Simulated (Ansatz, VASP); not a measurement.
**Nb2Si2O: VASP beside Ansatz**

```
CELL_PARAMETERS angstrom
3.51650 0.00000 0.00000
-1.75825 3.04538 0.00000
0.00000 0.00000 6.70270
ATOMIC_POSITIONS crystal
Nb 0.33333 0.66667 0.15386
Nb 0.66667 0.33333 0.84614
Si 0.33333 0.66667 0.58587
Si 0.66667 0.33333 0.41413
O 0.00000 0.00000 0.00000
```

Change from the starting cell: species swapped into the TbAl2Ge2 type (P-3m1, No. 164).

Alike in both runs: functional PBE; k mesh 12 × 12 × 6; occupations gaussian, width 0.1 eV; no spin polarisation.

Ansatz relaxed the structure, and its values are those at the end. VASP's run is a single point on that final structure, the one shown.

|  | VASP | Ansatz |
| --- | --- | --- |
| version | VASP 6.6.1 | Ansatz 0.2.0 |
| potentials or method | VASP PAW PBE potentials, release 64 (Nb_sv, Si, O), cutoff 520 eV | scalar-relativistic, plane waves, PAW |
| valence electrons in the cell | 40 | 40 |

Ansatz gave:

```
gap on the k mesh at the Fermi level (eV) : none
pressure (GPa)                            : 0.0
```

Problem. What did VASP give for the same quantities?

Solution. gap on the k mesh at the Fermi level (eV): none; pressure (GPa): -0.2.

A gap of «none» marks a metal or a gap that the smearing closes. With one functional, cell and mesh, what is left measures potentials, basis and numerics.
